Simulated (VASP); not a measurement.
# InP (Fm-3m) in VASP: further runs

Runs on InP. Level: PBE. Tasks: single point.

Program: VASP 6.6.1. These are calculated values, not measurements. Logs are shortened: lines on timing, memory, paths and dates and some standing lists are left out, and cuts for length are marked.

**1. The cell of the first run**

The structure is cubic, space group Fm-3m (No. 225). Conventional cell: a = 5.388 Å, b = 5.388 Å, c = 5.388 Å, α = 90.00°, β = 90.00°, γ = 90.00°. In (site symmetry m-3m) has 6 P at 2.69 Å within 3.6 Å. Within 3.6 Å of P (site symmetry m-3m) lie 6 In at 2.69 Å.

**2. Single point, PBE (19.55 Å³/atom)**

File INCAR:

```
SYSTEM = InP
PREC = Accurate ; ENCUT = 520
EDIFF = 1E-7 ; ISMEAR = 0
SIGMA = 0.05 ; LREAL = .False.
LASPH = .True. ; NELM = 100
ALGO = Normal ; ISIF = 2
LWAVE = .False. ; LCHARG = .False.
GGA = PE ; NBANDS = 16
```

File KPOINTS:

```
regular mesh
0
Gamma
  14 14 14
  0 0 0
```

File POSCAR:

```
InP
1.0
    0.0000000000      2.6940875186      2.6940875186
    2.6940875186      0.0000000000      2.6940875186
    2.6940875186      2.6940875186      0.0000000000
In P
1 1
Direct
    0.0000000000      0.0000000000      0.0000000000
    0.5000000000      0.5000000000      0.5000000000
```

Potentials or basis: VASP PAW PBE potentials, release 64 (In_d, P).

The run is started by

```console
> cat potpaw_PBE.64/In_d/POTCAR potpaw_PBE.64/P/POTCAR > POTCAR
> mpirun -np 1 vasp_std > vasp.out
```

OUTCAR:

```text
SYSTEM = InP
   PREC = Accurate
   ENCUT = 520
   EDIFF = 1E-7
   ISMEAR = 0
   LREAL = .False.
   LASPH = .True.
   NELM = 100
   ISIF = 2
   GGA = PE

 ion  position               nearest neighbor table
   1  0.000  0.000  0.000-   2 2.69   2 2.69   2 2.69   2 2.69   2 2.69   2 2.69
   2  0.500  0.500  0.500-   1 2.69   1 2.69   1 2.69   1 2.69   1 2.69   1 2.69

  LATTYP: Found a face centered cubic cell.
 ALAT       =     5.3881750372

  Lattice vectors:

 A1 = (   0.0000000000,   2.6940875186,   2.6940875186)
 A2 = (   2.6940875186,   0.0000000000,   2.6940875186)
 A3 = (   2.6940875186,   2.6940875186,   0.0000000000)

Analysis of symmetry for initial positions (statically):
=====================================================================
 Subroutine PRICEL returns:
 Original cell was already a primitive cell.

 Routine SETGRP: Setting up the symmetry group for a
 face centered cubic supercell.

 Subroutine GETGRP returns: Found 48 space group operations
 (whereof 48 operations were pure point group operations)
 out of a pool of 48 trial point group operations.

The static configuration has the point symmetry O_h .

Analysis of symmetry for dynamics (positions and initial velocities):
=====================================================================
 Subroutine PRICEL returns:
 Original cell was already a primitive cell.

 Routine SETGRP: Setting up the symmetry group for a
 face centered cubic supercell.

 Subroutine GETGRP returns: Found 48 space group operations
 (whereof 48 operations were pure point group operations)
 out of a pool of 48 trial point group operations.

The dynamic configuration has the point symmetry O_h .

 Subroutine INISYM returns: Found 48 space group operations
 (whereof 48 operations are pure point group operations),
 and found     1 'primitive' translations

----------------------------------------------------------------------------------------

                                     Primitive cell

  volume of cell :      39.1080

  direct lattice vectors                    reciprocal lattice vectors
     0.000000000  2.694087519  2.694087519    -0.185591595  0.185591595  0.185591595
     2.694087519  0.000000000  2.694087519     0.185591595 -0.185591595  0.185591595
     2.694087519  2.694087519  0.000000000     0.185591595  0.185591595 -0.185591595

  length of vectors
     3.810015107  3.810015107  3.810015107     0.321454072  0.321454072  0.321454072

  position of ions in fractional coordinates (direct lattice)
     0.000000000  0.000000000  0.000000000
     0.500000000  0.500000000  0.500000000

  ion indices of the primitive-cell ions
   primitive index   ion index
                 1           1
                 2           2

----------------------------------------------------------------------------------------

 KPOINTS: regular mesh

Automatic generation of k-mesh.
 Grid dimensions read from file:
 generate k-points for:   14   14   14

 Generating k-lattice:

  Cartesian coordinates                     Fractional coordinates (reciprocal lattice)
    -0.013256543  0.013256543  0.013256543     0.071428571  0.000000000  0.000000000
     0.013256543 -0.013256543  0.013256543     0.000000000  0.071428571  0.000000000
     0.013256543  0.013256543 -0.013256543     0.000000000  0.000000000  0.071428571

  Length of vectors
     0.022961005  0.022961005  0.022961005

  Shift w.r.t. Gamma in fractional coordinates (k-lattice)
     0.000000000  0.000000000  0.000000000

 Subroutine IBZKPT returns following result:
 ===========================================

 Found    104 irreducible k-points:

 Following reciprocal coordinates:
            Coordinates               Weight
  0.000000  0.000000  0.000000      1.000000
  0.071429  0.000000  0.000000      8.000000
  0.142857  0.000000  0.000000      8.000000
  0.214286  0.000000  0.000000      8.000000
  0.285714  0.000000  0.000000      8.000000
  0.357143  0.000000  0.000000      8.000000
[... 16 lines left out ...]
  0.214286  0.142857  0.000000     24.000000
  0.285714  0.142857  0.000000     24.000000
 [... further k-points ...]
   k-points           NKPTS =    104   k-points in BZ     NKDIM =    104   number of bands    NBANDS=     16
   number of dos      NEDOS =    301   number of ions     NIONS =      2
   total plane-waves  NPLWV =  21952
   dimension x,y,z NGX =    28 NGY =   28 NGZ =   28
   dimension x,y,z NGXF=    56 NGYF=   56 NGZF=   56
   ions per type =               1   1
   NGX,Y,Z   is equivalent  to a cutoff of  12.22, 12.22, 12.22 a.u.
   NGXF,Y,Z  is equivalent  to a cutoff of  24.44, 24.44, 24.44 a.u.
 SYSTEM =  InP
   PREC   = accura    normal or accurate (medium, high low for compatibility)
   ISTART =      0    job   : 0-new  1-cont  2-samecut
   ICHARG =      2    charge: 1-file 2-atom 10-const
   ISPIN  =      1    spin polarized calculation?
   LNONCOLLINEAR =      F non collinear calculations
   LSORBIT =      F    spin-orbit coupling
   LASPH  =      T    aspherical Exc in radial PAW
   ENCUT  =  520.0 eV  38.22 Ry    6.18 a.u.   7.08  7.08  7.08*2*pi/ulx,y,z
   NELM   =    100;   NELMIN=  2; NELMDL= -5     # of ELM steps
   EDIFF  = 0.1E-06   stopping-criterion for ELM
   LREAL  =      F    real-space projection
   EDIFFG = 0.1E-05   stopping-criterion for IOM
   NSW    =      0    number of steps for IOM
   IBRION =     -1    ionic relax: 0-MD 1-quasi-New 2-CG
   NFREE  =      0    steps in history (QN), initial steepest desc. (CG)
   ISIF   =      2    stress and relaxation
   ISYM   =      2    0-nonsym 1-usesym 2-fastsym
   POTIM  = 0.5000    time-step for ionic-motion
   TEBEG  =    0.0;   TEEND  =   0.0 temperature during run
   PSTRESS=    0.0 pullay stress
   NELECT =      18.0000    total number of electrons
   NUPDOWN=      -1.0000    fix difference up-down
   EMIN   =  10.00;   EMAX   =-10.00  energy-range for DOS
   EFERMI =   0.00;   METHOD = LEGACY
   ISMEAR =     0;   SIGMA  =   0.05  broadening in eV -4-tet -1-fermi 0-gaus
   EFERMI_NEDOS =   21; number of points for ismear=-14 and -15
   IALGO  =     38    algorithm
   IMIX   =      4    mixing-type and parameters
     AMIX     =   0.40;   BMIX     =  1.00
     AMIX_MAG =   1.60;   BMIX_MAG =  1.00
  volume/ion in A,a.u.               =      19.55       131.96
  Fermi-wavevector in a.u.,A,eV,Ry     =   1.263991  2.388597 21.737663  1.597673
  Thomas-Fermi vector in A             =   2.397319
   LORBIT       =      0    0 simple, 1 ext, 2 COOP (PROOUT), +10 PAW based schemes
   GGA     = PE    functional components
   LHFCALC =     F    Hartree Fock is set to
   AEXX    =    0.0000 exact exchange contribution
   IVDW    =     0    specifies the selected vdW correction
   LEPSILON=     F    determine dielectric tensor
   LRPA    =     F    only Hartree local field effects (RPA)
 non-spin polarized calculation
 Gauss-broadening in eV      SIGMA  =   0.05
  energy-cutoff  :      520.00
  volume of cell :       39.11
 maximum number of plane-waves:      1067
   NGX = 15   NGY = 15   NGZ = 15

 number of electron      18.0000006 magnetization

 Free energy of the ion-electron system (eV)
  ---------------------------------------------------
  ext. energy  EPLUGINS =         0.00000000
  ---------------------------------------------------
  free energy    TOTEN  =        -7.84164117 eV

  energy without entropy =       -7.84016813  energy(sigma->0) =       -7.84090465

 E-fermi :   8.0507     XC(G=0): -10.7813

 val. band max:        8.0484175314   @ k =  -0.3571   0.1429   0.0000
 cond. band min:       8.0883642283   @ k =  -0.1429   0.2143   0.0714
 fundamental gap:      0.0399466969
 Fermi energy:         8.0506659693

 k-point     1 :       0.0000    0.0000    0.0000
  band No.  band energies     occupation
      1      -6.2431      2.00000
      2      -6.2431      2.00000
      3      -6.2173      2.00000
      4      -6.2173      2.00000
      5      -6.2173      2.00000
      6      -4.5672      2.00000
[... 8 lines left out ...]
     15      17.0822      0.00000
     16      17.0822      0.00000

 k-point     2 :       0.0714    0.0000    0.0000
  band No.  band energies     occupation
      1      -6.2461      2.00000
      2      -6.2461      2.00000
      3      -6.2176      2.00000
      4      -6.2131      2.00000
      5      -6.2131      2.00000
      6      -4.4974      2.00000
[... 8 lines left out ...]
     15      16.3539      0.00000
     16      17.0104      0.00000

 k-point     3 :       0.1429    0.0000    0.0000
  band No.  band energies     occupation
      1      -6.2568      2.00000
      2      -6.2568      2.00000
      3      -6.2193      2.00000
      4      -6.1991      2.00000
      5      -6.1991      2.00000
      6      -4.2894      2.00000
[... 8 lines left out ...]
     15      16.0960      0.00000
     16      16.7722      0.00000

 k-point     4 :       0.2143    0.0000    0.0000
  band No.  band energies     occupation
      1      -6.2737      2.00000
      2      -6.2737      2.00000
      3      -6.2229      2.00000
      4      -6.1774      2.00000
      5      -6.1774      2.00000
      6      -3.9489      2.00000
[... 8 lines left out ...]
     15      16.5713      0.00000
     16      16.6927      0.00000
[... 324 lines left out ...]
 k-point    22 :       0.1429    0.1429    0.0000
  band No.  band energies     occupation
      1      -6.2951      2.00000
      2      -6.2315      2.00000
      3      -6.2312      2.00000
      4      -6.1916      2.00000
      5      -6.1916      2.00000
      6      -4.1800      2.00000
[... 8 lines left out ...]
     15      18.5064      0.00000
     16      18.5213      0.00000

 k-point    23 :       0.2143    0.1429    0.0000
  band No.  band energies     occupation
      1      -6.3257      2.00000
      2      -6.2355      2.00000
      3      -6.2337      2.00000
      4      -6.1791      2.00000
      5      -6.1729      2.00000
      6      -3.9131      2.00000
[... 8 lines left out ...]
     15      18.1237      0.00000
     16      18.6620      0.00000

 k-point    24 :       0.2857    0.1429    0.0000
  band No.  band energies     occupation
      1      -6.3541      2.00000
      2      -6.2466      2.00000
      3      -6.2355      2.00000
      4      -6.1671      2.00000
      5      -6.1479      2.00000
      6      -3.5191      2.00000
[... 8 lines left out ...]
     15      18.4167      0.00000
     16      18.6950      0.00000

 [... further k-points ...]

------------------------ aborting loop because EDIFF is reached ----------------------------------------

  FORCE on cell =-STRESS in cart. coord.  units (eV):
  Direction    XX          YY          ZZ          XY          YZ          ZX
  --------------------------------------------------------------------------------------
  -------------------------------------------------------------------------------------
  Total        1.8190505      1.8190505      1.8190505      0.0000000      0.0000000      0.0000000
  in kB       74.5229839     74.5229839     74.5229839      0.0000000      0.0000000      0.0000000
  external PRESSURE =      74.5229839 kB  Pullay stress =       0.0000000 kB

 VOLUME and BASIS-vectors are now :
 -----------------------------------------------------------------------------
  energy-cutoff  :      520.00
  volume of cell :       39.11
      direct lattice vectors                 reciprocal lattice vectors
     0.000000000  2.694087519  2.694087519    -0.185591595  0.185591595  0.185591595
     2.694087519  0.000000000  2.694087519     0.185591595 -0.185591595  0.185591595
     2.694087519  2.694087519  0.000000000     0.185591595  0.185591595 -0.185591595

 POSITION                                       TOTAL-FORCE (eV/Angst)
 -----------------------------------------------------------------------------------
      0.00000      0.00000      0.00000        -0.000000      0.000000     -0.000000
      2.69409      2.69409      2.69409         0.000000     -0.000000      0.000000
 -----------------------------------------------------------------------------------
    total drift:                               -0.000000      0.000000      0.000000

  FREE ENERGIE OF THE ION-ELECTRON SYSTEM (eV)
  ---------------------------------------------------
  free  energy   TOTEN  =        -7.8416411725 eV

  energy  without entropy=       -7.8401681313  energy(sigma->0) =       -7.84090465
```

Wall time 45 s (1 thread of Intel Xeon Platinum 8488C (Sapphire Rapids), shared host); peak memory 0.19 GiB.

Results:

```yaml
Free_energy: -7.8416 eV
Pressure: 7.5 GPa
Band_gap_on_the_k_mesh: zero (bands 9 and 10 overlap by 2.74 eV)
```

Levels at points of the mesh, in eV from the Fermi level:
```csv
k point,band 7,band 8,band 9,band 10,band 11,band 12
"(0.00, 0.00, 0.00)",-0.31,-0.31,-0.31,1.26,7.15,7.15
"(0.50, 0.00, 0.00)",-7.05,0.21,0.21,2.57,3.42,3.42
"(0.50, 0.50, 0.00)",-5.44,-2.58,-2.58,-2.37,3.71,10.63
```

Caveat: the cell stands under pressure; spin-orbit coupling is left out, which moves the levels of the heavy elements.

**3. Single point, PBE (20.40 Å³/atom)**

This run uses another cell than the first one, of 20.40 Å³/atom.

File INCAR:

```
PREC = Accurate
ENCUT = 520
EDIFF = 1E-7
ISMEAR = 0
SIGMA = 0.05
LREAL = False
LASPH = True
NELM = 80
ALGO = Normal
ISIF = 2
LWAVE = False
LCHARG = True
GGA = PE
LELF = True
LVHAR = True
NBANDS = 16
```

File KPOINTS:

```
Automatic mesh
0
Gamma
  14 14 14
```

File POSCAR:

```
InP
1.0
    0.0000000000      2.7325796837      2.7325796837
    2.7325796837      0.0000000000      2.7325796837
    2.7325796837      2.7325796837      0.0000000000
In P
1 1
Direct
    0.0000000000      0.0000000000      0.0000000000
    0.5000000000      0.5000000000      0.5000000000
```

Potentials or basis: VASP PAW PBE potentials, release 64 (In_d, P).

The run is started by

```console
> cat potpaw_PBE.64/In_d/POTCAR potpaw_PBE.64/P/POTCAR > POTCAR
> mpirun -np 1 vasp_std > vasp.out
```

Wall time 64 s (1 thread of Intel Xeon Platinum 8488C (Sapphire Rapids), shared host); peak memory 0.21 GiB.

It converged, with:

- Free energy: -7.8983 eV
- Pressure: 3.3 GPa
- Band gap on the k mesh: zero (bands 9 and 10 overlap by 2.77 eV)

Levels at points of the mesh, in eV from the Fermi level:
| k point | band 5 | band 6 | band 7 | band 8 | band 9 | band 10 | band 11 | band 12 | band 13 | band 14 |
| --- | --- | --- | --- | --- | --- | --- | --- | --- | --- | --- |
| (0.00, 0.00, 0.00) | -14.20 | -12.27 | -0.27 | -0.27 | -0.27 | 0.89 | 7.15 | 7.15 | 7.15 | 8.77 |
| (0.50, 0.00, 0.00) | -14.10 | -10.07 | -6.80 | 0.20 | 0.20 | 2.56 | 3.44 | 3.44 | 5.55 | 11.38 |
| (0.50, 0.50, 0.00) | -14.07 | -8.84 | -5.15 | -2.42 | -2.42 | -2.41 | 3.81 | 10.26 | 10.26 | 10.55 |

Caveat: the cell stands under pressure; spin-orbit coupling is left out, which moves the levels of the heavy elements.

**4. Single point, PBE**

This run uses another cell than the first one, of 21.23 Å³/atom.

File INCAR:

```
PREC = Accurate ; ENCUT = 520
EDIFF = 1E-7 ; ISMEAR = 0
SIGMA = 0.05 ; LREAL = False
LASPH = True ; NELM = 100
ALGO = Normal ; ISIF = 2
LWAVE = False ; LCHARG = True
GGA = PE ; LELF = True
LVHAR = True ; NBANDS = 16
```

KPOINTS is that of step 3.

File POSCAR:

```
InP
1.0
    0.0000000000      2.7688340000      2.7688340000
    2.7688340000      0.0000000000      2.7688340000
    2.7688340000      2.7688340000      0.0000000000
In P
1 1
Direct
    0.0000000000      0.0000000000      0.0000000000
    0.5000000000      0.5000000000      0.5000000000
```

Potentials or basis: VASP PAW PBE potentials, release 64 (In_d, P).

The run is started by

```console
> cat potpaw_PBE.64/In_d/POTCAR potpaw_PBE.64/P/POTCAR > POTCAR
> mpirun -np 1 vasp_std > vasp.out
```

OUTCAR:

```text
PREC = Accurate
   ENCUT = 520
   EDIFF = 1E-7
   ISMEAR = 0
   LREAL = False
   LASPH = True
   NELM = 100
   ISIF = 2
   GGA = PE

 ion  position               nearest neighbor table
   1  0.000  0.000  0.000-   2 2.77   2 2.77   2 2.77   2 2.77   2 2.77   2 2.77
   2  0.500  0.500  0.500-   1 2.77   1 2.77   1 2.77   1 2.77   1 2.77   1 2.77

  LATTYP: Found a face centered cubic cell.
 ALAT       =     5.5376680000

  Lattice vectors:

 A1 = (   0.0000000000,   2.7688340000,   2.7688340000)
 A2 = (   2.7688340000,   0.0000000000,   2.7688340000)
 A3 = (   2.7688340000,   2.7688340000,   0.0000000000)

Analysis of symmetry for initial positions (statically):
=====================================================================
 Subroutine PRICEL returns:
 Original cell was already a primitive cell.

 Routine SETGRP: Setting up the symmetry group for a
 face centered cubic supercell.

 Subroutine GETGRP returns: Found 48 space group operations
 (whereof 48 operations were pure point group operations)
 out of a pool of 48 trial point group operations.

The static configuration has the point symmetry O_h .

Analysis of symmetry for dynamics (positions and initial velocities):
[... 162 lines left out ...]
 val. band max:        6.9843281019   @ k =   0.3571   0.1429   0.0714
 cond. band min:       6.9892226981   @ k =   0.5000   0.3571   0.0714
 fundamental gap:      0.0048945961
 Fermi energy:         6.9883705926

 k-point     1 :       0.0000    0.0000    0.0000
  band No.  band energies     occupation
      1      -7.1730      2.00000
      2      -7.1730      2.00000
      3      -7.1531      2.00000
      4      -7.1531      2.00000
      5      -7.1531      2.00000
      6      -4.9760      2.00000
[... 433 lines left out ...]
      3      -7.1656      2.00000
      4      -7.1139      2.00000
      5      -7.1002      2.00000
      6      -4.0380      2.00000
[... 8 lines left out ...]
     15      17.1479      0.00000
     16      17.3098      0.00000

 [... further k-points ...]

------------------------ aborting loop because EDIFF is reached ----------------------------------------

  FORCE on cell =-STRESS in cart. coord.  units (eV):
  Direction    XX          YY          ZZ          XY          YZ          ZX
  --------------------------------------------------------------------------------------
  -------------------------------------------------------------------------------------
  Total        0.0171977      0.0171977      0.0171977     -0.0000000      0.0000000     -0.0000000
  in kB        0.6490244      0.6490244      0.6490244     -0.0000000      0.0000000     -0.0000000
  external PRESSURE =       0.6490244 kB  Pullay stress =       0.0000000 kB

 VOLUME and BASIS-vectors are now :
 -----------------------------------------------------------------------------
  energy-cutoff  :      520.00
  volume of cell :       42.45
      direct lattice vectors                 reciprocal lattice vectors
     0.000000000  2.768834000  2.768834000    -0.180581429  0.180581429  0.180581429
     2.768834000  0.000000000  2.768834000     0.180581429 -0.180581429  0.180581429
     2.768834000  2.768834000  0.000000000     0.180581429  0.180581429 -0.180581429

 POSITION                                       TOTAL-FORCE (eV/Angst)
 -----------------------------------------------------------------------------------
      0.00000      0.00000      0.00000         0.000000     -0.000000     -0.000000
      2.76883      2.76883      2.76883        -0.000000      0.000000      0.000000
 -----------------------------------------------------------------------------------
    total drift:                               -0.000000      0.000000      0.000000

  FREE ENERGIE OF THE ION-ELECTRON SYSTEM (eV)
  ---------------------------------------------------
  free  energy   TOTEN  =        -7.9153933833 eV

  energy  without entropy=       -7.9135233027  energy(sigma->0) =       -7.91445834
```

Run time: 67 s. Hardware: 1 thread of Intel Xeon Platinum 8488C (Sapphire Rapids), shared host; peak memory 0.21 GiB.

What came out:

| Quantity | Value |
| --- | --- |
| Free energy | -7.9154 eV |
| Pressure | 0.1 GPa |
| Band gap on the k mesh | zero (bands 9 and 10 overlap by 2.63 eV) |

Levels at points of the mesh, in eV from the Fermi level:
| k point | band 5 | band 6 | band 7 | band 8 | band 9 | band 10 | band 11 | band 12 | band 13 | band 14 |
| --- | --- | --- | --- | --- | --- | --- | --- | --- | --- | --- |
| (0.00, 0.00, 0.00) | -14.14 | -11.96 | -0.24 | -0.24 | -0.24 | 0.57 | 7.15 | 7.15 | 7.15 | 8.53 |
| (0.50, 0.00, 0.00) | -14.06 | -9.89 | -6.58 | 0.19 | 0.19 | 2.54 | 3.46 | 3.46 | 5.25 | 11.16 |
| (0.50, 0.50, 0.00) | -14.03 | -8.79 | -4.89 | -2.45 | -2.28 | -2.28 | 3.89 | 9.92 | 9.92 | 10.21 |

Caveat: spin-orbit coupling is left out, which moves the levels of the heavy elements.

(Continued in part 2 of 3.)
